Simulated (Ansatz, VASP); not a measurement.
Mg2CdS3 in VASP and in Ansatz

```
Mg Cd S
1.0
     3.77338    0.00027   -0.00004
     0.00017    6.51451   -0.00567
    -0.00012   -0.00795    9.22149
Mg Cd S
4 2 6
Direct
  0.00003 0.33319 0.66214
  0.49994 0.83322 0.66213
  0.49997 0.16681 0.33784
  0.00007 0.66678 0.33789
  0.49998 0.50002 0.99999
  0.00003 0.99998 0.00001
  0.99998 0.00002 0.49999
  0.50001 0.50000 0.50001
  0.00001 0.33318 0.17804
  0.50004 0.83316 0.17804
  0.49999 0.16682 0.82197
  0.99994 0.66682 0.82195
```

Change from the starting cell: cell x2, atoms moved at random (sigma 0.05 Å) and cell strained at random (1.5 %), then relaxed without symmetry.

Alike in both runs: functional PBE; k mesh 4 × 2 × 2; occupations gaussian, width 0.1 eV; no spin polarisation.

Ansatz relaxed the structure, and its values are those at the end. VASP's run is a single point on that final structure, the one shown.

|  | VASP | Ansatz |
| --- | --- | --- |
| version | VASP 6.6.1 | Ansatz 0.2.0 |
| potentials or method | VASP PAW PBE potentials, release 64 (Mg, Cd, S), cutoff 520 eV | scalar-relativistic, plane waves, PAW |
| valence electrons in the cell | 68 | 116 |

|  | VASP | Ansatz | Ansatz less VASP |
| --- | --- | --- | --- |
| gap on the k mesh at the Fermi level (eV) | 1.67 | 1.68 | +0.012 |
| least direct gap on the mesh (eV) | 1.77 | 1.78 | +0.012 |
| pressure (GPa) | 0.0 | 0.0 | +0.03 |
| rms of the force components (eV/Å) | 0.015 | 0.002 | -0.0133 |

The functional is the same, so the differences come from potentials, cutoffs and numerics. VASP's potentials hold 68 valence electrons a cell and Ansatz's 116, so a difference there can come from the potentials and not from the codes.

The k mesh is coarse, so the values compare programs but aren't converged.
